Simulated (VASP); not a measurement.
Here is a VASP 6.6.1 calculation.

Contents of INCAR:

```
SYSTEM = AsSe3
ALGO = Normal ; EDIFF = 1E-6
ENCUT = 500 ; GGA = PE
GGA_COMPAT = .False. ; ISIF = 2
ISMEAR = 0 ; LASPH = .True.
LCHARG = .False. ; LREAL = .False.
LWAVE = .False. ; NBANDS = 20
NELM = 120 ; PREC = Accurate
SIGMA = 0.2
```

File KPOINTS:

```
k-points
0
Gamma
  5 5 5
  0 0 0
```

POSCAR

```
AsSe3
1.0
    0.0000000000      3.4265177765      3.4265177765
    3.4265177765      0.0000000000      3.4265177765
    3.4265177765      3.4265177765      0.0000000000
As Se
1 3
Direct
    0.0000000000      0.0000000000      0.0000000000
    0.7500000000      0.7500000000      0.7500000000
    0.2500000000      0.2500000000      0.2500000000
    0.5000000000      0.5000000000      0.5000000000
```

Potentials or basis: VASP PAW PBE potentials, release 64 (As, Se).

Launch:

```bash
$ cat potpaw_PBE.64/As/POTCAR potpaw_PBE.64/Se/POTCAR > POTCAR
$ mpirun -np 1 vasp_std > vasp.out
```

Q: Predict the band gap on the k mesh.

A: Zero (an odd number of electrons rules out a gap without spin polarisation).

Q: Predict the pressure.

A: -0.2 GPa.
